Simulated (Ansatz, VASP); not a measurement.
## One calculation of Rh, two programs

```
CELL_PARAMETERS angstrom
0.00000 1.89785 1.89785
1.89785 0.00000 1.89785
1.89785 1.89785 0.00000
ATOMIC_POSITIONS crystal
Rh 0.00000 0.00000 0.00000
```

Alike in both runs: functional r2SCAN; k mesh 9 × 9 × 9; occupations fermi-dirac, width 0.05 eV; non-collinear spin, spin-orbit coupling.

|  | VASP | Ansatz |
| --- | --- | --- |
| version | VASP 6.6.1 | Ansatz 0.2.0 |
| potentials or method | VASP PAW PBE potentials, release 64 (Rh_sv_GW) | Ansatz PAW |
| plane-wave cutoff (eV) | 680 | 500 |
| valence electrons in the cell | 17 | 17 |
| task | single point | band structure |

```tsv
	VASP	Ansatz	Ansatz less VASP
pressure (GPa)	1.5	1.3	-0.15
```

VASP's potentials were made for PBE, not for r2SCAN.
